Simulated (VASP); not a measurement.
# Hf (P6/mmm) in VASP: a series of runs, part 3 of 3

VASP 6.6.1. The steps go on from the part before.

## Step 6: Single point, PBEsol+D3(BJ)

This run uses another cell than the first one, of 21.94 Å³/atom, 1.062 times its volume.

File INCAR:

```
SYSTEM = Hf
ALGO = Normal
EDIFF = 1E-6
ENCUT = 520
GGA = PS
ISIF = 2
ISMEAR = -1
IVDW = 12
LASPH = .TRUE.
LCHARG = .FALSE.
LREAL = .FALSE.
LWAVE = .FALSE.
NBANDS = 22
NELM = 80
PREC = Accurate
SIGMA = 0.05
```

File KPOINTS:

```
k-points
0
G
  6 6 9
  0 0 0
```

File POSCAR:

```
Hf
1.0
    4.9623295440      0.0000000000      0.0000000000
   -2.4811647720      4.2975034470      0.0000000000
    0.0000000000      0.0000000000      3.0862322500
Hf
3
Direct
    0.0000000000      0.0000000000      0.0000000000
    0.3333333333      0.6666666667      0.5000000000
    0.6666666667      0.3333333333      0.5000000000
```

Potentials or basis: VASP PAW PBE potentials, release 64 (Hf_pv).

Launch:

```
cat potpaw_PBE.64/Hf_pv/POTCAR > POTCAR
mpirun -np 1 vasp_std > vasp.out
```

OUTCAR:

```text
SYSTEM = Hf
   EDIFF = 1E-6
   ENCUT = 520
   GGA = PS
   ISIF = 2
   ISMEAR = -1
   IVDW = 12
   LASPH = .TRUE.
   LREAL = .FALSE.
   NELM = 80
   PREC = Accurate
 IVDW          = 12

 ion  position               nearest neighbor table
   1  0.000  0.000  0.000-   2 3.25   3 3.25   2 3.25   3 3.25   2 3.25   2 3.25   3 3.25   3 3.25
                             3 3.25   3 3.25   2 3.25   2 3.25
   2  0.333  0.667  0.500-   3 2.87   3 2.87   3 2.87   1 3.25   1 3.25   1 3.25   1 3.25   1 3.25
                             1 3.25
   3  0.667  0.333  0.500-   2 2.87   2 2.87   2 2.87   1 3.25   1 3.25   1 3.25   1 3.25   1 3.25
                             1 3.25

  LATTYP: Found a hexagonal cell.
 ALAT       =     4.9623295440
 C/A-ratio  =     0.6219321435

  Lattice vectors:

 A1 = (   4.9623295440,   0.0000000000,   0.0000000000)
 A2 = (  -2.4811647720,   4.2975034470,   0.0000000000)
 A3 = (   0.0000000000,   0.0000000000,   3.0862322500)

Analysis of symmetry for initial positions (statically):
=====================================================================
 Subroutine PRICEL returns:
 Original cell was already a primitive cell.

 Routine SETGRP: Setting up the symmetry group for a
 hexagonal supercell.

 Subroutine GETGRP returns: Found 24 space group operations
 (whereof 24 operations were pure point group operations)
 out of a pool of 24 trial point group operations.

The static configuration has the point symmetry D_6h.

Analysis of symmetry for dynamics (positions and initial velocities):
=====================================================================
 Subroutine PRICEL returns:
 Original cell was already a primitive cell.

 Routine SETGRP: Setting up the symmetry group for a
 hexagonal supercell.

 Subroutine GETGRP returns: Found 24 space group operations
 (whereof 24 operations were pure point group operations)
 out of a pool of 24 trial point group operations.

The dynamic configuration has the point symmetry D_6h.

 Subroutine INISYM returns: Found 24 space group operations
 (whereof 24 operations are pure point group operations),
 and found     1 'primitive' translations

----------------------------------------------------------------------------------------

                                     Primitive cell

  volume of cell :      65.8158

  direct lattice vectors                    reciprocal lattice vectors
     4.962329544  0.000000000  0.000000000     0.201518257  0.116346620  0.000000000
    -2.481164772  4.297503447  0.000000000     0.000000000  0.232693240  0.000000000
     0.000000000  0.000000000  3.086232250     0.000000000  0.000000000  0.324019685

  length of vectors
     4.962329544  4.962329544  3.086232250     0.232693240  0.232693240  0.324019685

  position of ions in fractional coordinates (direct lattice)
     0.000000000  0.000000000  0.000000000
     0.333333333  0.666666667  0.500000000
     0.666666667  0.333333333  0.500000000

  ion indices of the primitive-cell ions
   primitive index   ion index
                 1           1
                 2           2
                 3           3

----------------------------------------------------------------------------------------

 KPOINTS: k-points

Automatic generation of k-mesh.
 Grid dimensions read from file:
 generate k-points for:    6    6    9

 Generating k-lattice:

  Cartesian coordinates                     Fractional coordinates (reciprocal lattice)
     0.033586376  0.019391103  0.000000000     0.166666667  0.000000000  0.000000000
     0.000000000  0.038782207  0.000000000     0.000000000  0.166666667  0.000000000
     0.000000000  0.000000000  0.036002187     0.000000000  0.000000000  0.111111111

  Length of vectors
     0.038782207  0.038782207  0.036002187

  Shift w.r.t. Gamma in fractional coordinates (k-lattice)
     0.000000000  0.000000000  0.000000000

 Subroutine IBZKPT returns following result:
 ===========================================

 Found     35 irreducible k-points:

 Following reciprocal coordinates:
            Coordinates               Weight
  0.000000  0.000000  0.000000      1.000000
  0.166667 -0.000000  0.000000      6.000000
  0.333333  0.000000  0.000000      6.000000
  0.500000 -0.000000  0.000000      3.000000
  0.166667  0.166667  0.000000      6.000000
  0.333333  0.166667  0.000000     12.000000
[... 16 lines left out ...]
  0.166667 -0.000000  0.333333     12.000000
  0.333333  0.000000  0.333333     12.000000
 [... further k-points ...]
   k-points           NKPTS =     35   k-points in BZ     NKDIM =     35   number of bands    NBANDS=     22
   number of dos      NEDOS =    301   number of ions     NIONS =      3
   total plane-waves  NPLWV =  38400
   dimension x,y,z NGX =    40 NGY =   40 NGZ =   24
   dimension x,y,z NGXF=    80 NGYF=   80 NGZF=   48
   ions per type =               3
   NGX,Y,Z   is equivalent  to a cutoff of  13.40, 13.40, 12.93 a.u.
   NGXF,Y,Z  is equivalent  to a cutoff of  26.80, 26.80, 25.86 a.u.
 SYSTEM =  Hf
   PREC   = accura    normal or accurate (medium, high low for compatibility)
   ISTART =      0    job   : 0-new  1-cont  2-samecut
   ICHARG =      2    charge: 1-file 2-atom 10-const
   ISPIN  =      1    spin polarized calculation?
   LNONCOLLINEAR =      F non collinear calculations
   LSORBIT =      F    spin-orbit coupling
   LASPH  =      T    aspherical Exc in radial PAW
   ENCUT  =  520.0 eV  38.22 Ry    6.18 a.u.   9.23  9.23  5.74*2*pi/ulx,y,z
   NELM   =     80;   NELMIN=  2; NELMDL= -5     # of ELM steps
   EDIFF  = 0.1E-05   stopping-criterion for ELM
   LREAL  =      F    real-space projection
   EDIFFG = 0.1E-04   stopping-criterion for IOM
   NSW    =      0    number of steps for IOM
   IBRION =     -1    ionic relax: 0-MD 1-quasi-New 2-CG
   NFREE  =      0    steps in history (QN), initial steepest desc. (CG)
   ISIF   =      2    stress and relaxation
   ISYM   =      2    0-nonsym 1-usesym 2-fastsym
   POTIM  = 0.5000    time-step for ionic-motion
   TEBEG  =    0.0;   TEEND  =   0.0 temperature during run
   PSTRESS=    0.0 pullay stress
   NELECT =      30.0000    total number of electrons
   NUPDOWN=      -1.0000    fix difference up-down
   EMIN   =  10.00;   EMAX   =-10.00  energy-range for DOS
   EFERMI =   0.00;   METHOD = LEGACY
   ISMEAR =    -1;   SIGMA  =   0.05  broadening in eV -4-tet -1-fermi 0-gaus
   EFERMI_NEDOS =   21; number of points for ismear=-14 and -15
   IALGO  =     38    algorithm
   IMIX   =      4    mixing-type and parameters
     AMIX     =   0.40;   BMIX     =  1.00
     AMIX_MAG =   1.60;   BMIX_MAG =  1.00
  volume/ion in A,a.u.               =      21.94       148.05
  Fermi-wavevector in a.u.,A,eV,Ry     =   1.259907  2.380879 21.597416  1.587365
  Thomas-Fermi vector in A             =   2.393443
   LORBIT       =      0    0 simple, 1 ext, 2 COOP (PROOUT), +10 PAW based schemes
   GGA     = PS    functional components
   LHFCALC =     F    Hartree Fock is set to
   AEXX    =    0.0000 exact exchange contribution
   IVDW    =    12    specifies the selected vdW correction
   LEPSILON=     F    determine dielectric tensor
   LRPA    =     F    only Hartree local field effects (RPA)
 non-spin polarized calculation
  energy-cutoff  :      520.00
  volume of cell :       65.82
 maximum number of plane-waves:      1794
 NGX is ok and might be reduce to    40
   NGX = 19   NGY = 19   NGZ = 11

 number of electron      30.0000003 magnetization

 Free energy of the ion-electron system (eV)
  ---------------------------------------------------
  ext. energy  EPLUGINS =         0.00000000
  ---------------------------------------------------
  free energy    TOTEN  =       -31.39876337 eV

  energy without entropy =      -31.37399569  energy(sigma->0) =      -31.38637953

 E-fermi :   4.6875     XC(G=0): -11.4794

 val. band max:        4.6861118975   @ k =   0.3333   0.3333   0.2222
 cond. band min:       4.6906317833   @ k =   0.5000  -0.0000   0.2222
 fundamental gap:      0.0045198858
 Fermi energy:         4.6874526022

 k-point     1 :       0.0000    0.0000    0.0000
  band No.  band energies     occupation
      1     -25.9522      2.00000
      2     -25.9522      2.00000
      3     -25.8938      2.00000
      4     -25.8938      2.00000
      5     -25.5313      2.00000
      6     -25.2807      2.00000
[... 574 lines left out ...]
      6     -25.6103      2.00000
[... 14 lines left out ...]
     21       8.3519      0.00000
     22       9.2187      0.00000

 [... further k-points ...]

------------------------ aborting loop because EDIFF is reached ----------------------------------------

 Edisp (eV)   -1.56879

 E8    (eV) :    -1.1848

  FORCE on cell =-STRESS in cart. coord.  units (eV):
  Direction    XX          YY          ZZ          XY          YZ          ZX
  --------------------------------------------------------------------------------------
  -------------------------------------------------------------------------------------
  Total      -2.92152    -2.92152    -2.67139     0.00000    -0.00000     0.00000
  in kB     -71.11950   -71.11950   -65.03059     0.00000    -0.00000     0.00000
  external pressure =      -69.09 kB  Pullay stress =        0.00 kB

 VOLUME and BASIS-vectors are now :
 -----------------------------------------------------------------------------
  energy-cutoff  :      520.00
  volume of cell :       65.82
      direct lattice vectors                 reciprocal lattice vectors
     4.962329544  0.000000000  0.000000000     0.201518257  0.116346620  0.000000000
    -2.481164772  4.297503447  0.000000000     0.000000000  0.232693240  0.000000000
     0.000000000  0.000000000  3.086232250     0.000000000  0.000000000  0.324019685

 POSITION                                       TOTAL-FORCE (eV/Angst)
 -----------------------------------------------------------------------------------
      0.00000      0.00000      0.00000        -0.000000      0.000000     -0.000000
     -0.00000      2.86500      1.54312        -0.000000     -0.000000      0.000000
      2.48116      1.43250      1.54312         0.000000      0.000000     -0.000000
 -----------------------------------------------------------------------------------
    total drift:                                0.000000     -0.000000      0.000000

  FREE ENERGIE OF THE ION-ELECTRON SYSTEM (eV)
  ---------------------------------------------------
  free  energy   TOTEN  =       -32.9675489548 eV

  energy  without entropy=      -32.9427812722  energy(sigma->0) =      -32.95516511
```

Wall time 36 s (1 thread of Intel Xeon Platinum 8259CL at 2.50GHz (Skylake/Cascade Lake), shared host); peak memory 0.21 GiB.

Results:

```yaml
Free_energy: -32.9675 eV
Pressure: -6.9 GPa
Band_gap_on_the_k_mesh: zero (band 15 reaches 4.99 eV, above the bottom of band 16 at 4.11 eV)
Dispersion_energy_per_atom: -0.523 eV
```

Caveat: three body term missing; the PAW data sets were made with another functional, which shifts forces and pressure a little; spin-orbit coupling is left out, which moves the levels of the heavy elements; pairwise dispersion overbinds metals, which lowers pressure and volume.

## Step 7: The runs side by side

```tsv
level	cell	gap on the mesh (eV)	pressure (GPa)
PBEsol+D3(BJ)	a = 4.859, b = 4.859, c = 3.032 Å, angles 90.0, 90.0, 120.0°, 3 atoms	none	-0.4
PBEsol+D3(BJ)	a = 4.867, b = 4.867, c = 3.037 Å, angles 90.0, 90.0, 120.0°, 3 atoms	none	-1.0
PBEsol+D4	a = 4.903, b = 4.903, c = 3.059 Å, angles 90.0, 90.0, 120.0°, 3 atoms	none	-0.4
PBEsol	a = 4.917, b = 4.917, c = 3.067 Å, angles 90.0, 90.0, 120.0°, 3 atoms	none	-0.4
PBEsol+D3(BJ)	a = 4.962, b = 4.962, c = 3.086 Å, angles 90.0, 90.0, 120.0°, 3 atoms	none	-6.9
```

Alike in all rows: task single point; potentials or basis VASP PAW PBE potentials, release 64 (Hf_pv); no spin polarisation; k mesh 6 × 6 × 9; cutoff (eV) 520; smearing fermi-dirac 0.05 eV.

Caveats: the PAW data sets were made with another functional, which shifts forces and pressure a little; spin-orbit coupling is left out, which moves the levels of the heavy elements; pairwise dispersion overbinds metals, which lowers pressure and volume (some runs); three body term missing (some runs).

Total energies depend on the potentials used, so only differences within one code and one set of settings carry meaning.
